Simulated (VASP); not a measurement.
A run of VASP 6.6.1 is set up as follows.

The input INCAR:

```
PREC = Accurate
ENCUT = 520
EDIFF = 1E-6
ISMEAR = 0
SIGMA = 0.01
LREAL = F
LASPH = T
NELM = 100
ALGO = Normal
ISIF = 2
LWAVE = F
LCHARG = F
GGA = PS
NBANDS = 16
```

File KPOINTS:

```
Automatic mesh
0
Gamma
  15 15 8
```

The input POSCAR:

```
Si
1.0
    3.8244341477      0.0000000000      0.0000000000
   -1.9122170738      3.3120571270      0.0000000000
    0.0000000000      0.0000000000      6.3251992080
Si
4
Direct
    0.3333333333      0.6666666667      0.0000250216
    0.6666666667      0.3333333333      0.5000250216
    0.3333333333      0.6666666667      0.3739749784
    0.6666666667      0.3333333333      0.8739749784
```

Potentials or basis: VASP PAW PBE potentials, release 64 (Si).

Run with:

```bash
$ cat potpaw_PBE.64/Si/POTCAR > POTCAR
$ mpirun -np 1 vasp_std > vasp.out
```

Q: Estimate the band gap on the k mesh.

A: 0.30 eV (least direct gap 0.97 eV).

Q: Estimate the pressure.

A: 0.1 GPa.

Caveat: the PAW data sets were made with another functional, which shifts forces and pressure a little; an odd mesh through Γ misses points on the zone boundary, where band edges can lie.
